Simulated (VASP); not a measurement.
Write the native input for VASP 6.6.1 that does the following.

```
Task                   : relaxation of cell and atoms
Functional             : PBE
Potentials or basis    : VASP PAW PBE potentials, release 64 (Zr_sv, Ta_pv, N)
Cutoff                 : 600 eV
k mesh                 : 12 × 12 × 2
Occupations            : gaussian, width 0.2 eV
Spin                   : no spin polarisation
Dipole correction      : no
Further INCAR settings : ALGO = Normal; EDIFF = 1e-06; IBRION = 2; EDIFFG = -0.025; NSW = 80; ISIF = 3
```

The structure of ZrTa3N4 lies in POSCAR:

```
ZrTa3N4
1.0
    2.9486407062     -0.0085991426     -0.0083807189
   -1.4817674291      2.6191809386      0.0152929321
   -0.0326462876      0.0499396526     11.5602905084
Zr Ta N
1 3 4
Direct
    0.0584916818      0.0389453584     -0.0007764117
   -0.0041205744     -0.0078909504      0.4970608474
    0.0398739373      0.0422949313      0.7450323040
   -0.0102234721     -0.0428802132      0.2552221906
    0.2856163125      0.6509840212      0.6378150143
    0.3164068045      0.6536129316      0.3705254821
    0.3083299910      0.6580677032      0.8707598244
    0.3389586527      0.6735328848      0.1243607488
```

One way to write it, as run:

INCAR

```
  ALGO = Normal
  EDIFF = 1E-6
  EDIFFG = -0.025
  ENCUT = 600
  GGA = PE
  IBRION = 2
  ISIF = 3
  ISMEAR = 0
  LASPH = True
  LCHARG = False
  LREAL = False
  LWAVE = False
  NELM = 100
  NSW = 80
  PREC = Accurate
  SIGMA = 0.2
```

KPOINTS

```
k-points
0
Gamma
  12 12 2
```

Potentials or basis: VASP PAW PBE potentials, release 64 (Zr_sv, Ta_pv, N).

The run is started by

```bash
$ cat potpaw_PBE.64/Zr_sv/POTCAR potpaw_PBE.64/Ta_pv/POTCAR potpaw_PBE.64/N/POTCAR > POTCAR
$ mpirun -np 1 vasp_std > vasp.out
```

It gave:

```json
{"Relaxed volume": "11.26 Å³/atom", "Relaxed cell": "a = 2.988 Å, b = 2.989 Å, c = 11.647 Å, α = 90.01°, β = 90.00°, γ = 120.00°", "Space group after relaxing (to 0.1 Å)": "P-6m2 (No. 187)", "Energy gained by relaxing": "154.2 meV/atom", "Ionic steps": "20", "Pressure after relaxing": "0.0 GPa", "Largest force after relaxing": "0.021 eV/Å", "Band gap on the k mesh": "zero (an odd number of electrons rules out a gap without spin polarisation)"}
```

Caveat: spin-orbit coupling is left out, which moves the levels of the heavy elements.

Run time: 65 min on 1 thread of Intel(R) Xeon(R) 6975P-C (Granite Rapids), on a shared host, peak memory 0.65 GiB.
